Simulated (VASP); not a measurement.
Wanted: the native input for a VASP 6.6.1 run.

| Property | Result |
| --- | --- |
| Task | single point |
| Functional | PBE |
| Potentials or basis | VASP PAW PBE potentials, release 64 (Re) |
| Cutoff | 520 eV |
| k mesh | 15 × 15 × 15 |
| Occupations | fermi-dirac, width 0.05 eV |
| Spin | no spin polarisation |
| Dipole correction | no |
| Further INCAR settings | ALGO = Normal; EDIFF = 1e-06; NBANDS = 18 |

The structure of Re lies in POSCAR:

```
Re
1.0
    1.3839231524      0.7990084046      6.5646359267
   -1.3839231524      0.7990084046      6.5646359267
    0.0000000000     -1.5980168092      6.5646359267
Re
3
Direct
    0.0000000000      0.0000000000      0.0000000000
    0.2221738800      0.2221738800      0.2221738800
    0.7778261200      0.7778261200      0.7778261200
```

This cell differs from its parent crystal: zz strain of -2 %.

The input as run:

INCAR

```
  PREC = Accurate
  ENCUT = 520
  EDIFF = 1E-6
  ISMEAR = -1
  SIGMA = 0.05
  LREAL = F
  LASPH = T
  NELM = 100
  ALGO = Normal
  ISIF = 2
  LWAVE = F
  LCHARG = F
  GGA = PE
  NBANDS = 18
```

KPOINTS

```
regular mesh
0
Gamma
  15 15 15
```

Potentials or basis: VASP PAW PBE potentials, release 64 (Re).

Launch:

```console
$ cat potpaw_PBE.64/Re/POTCAR > POTCAR
$ mpirun -np 1 vasp_std > vasp.out
```

Results of the run:

The pressure is 11.4 GPa and the largest force is 0.023 eV/Å. The band gap on the k mesh is zero (an odd number of electrons rules out a gap without spin polarisation).

Caveat: the cell differs from its parent crystal (zz strain of -2 %); the stress differs along the axes, from 8 to 17 GPa; spin-orbit coupling is left out, which moves the levels of the heavy elements.

Wall time 13 min on 1 thread of Intel(R) Xeon(R) Platinum 8488C (Sapphire Rapids), with other jobs on the host, peak memory 0.49 GiB.
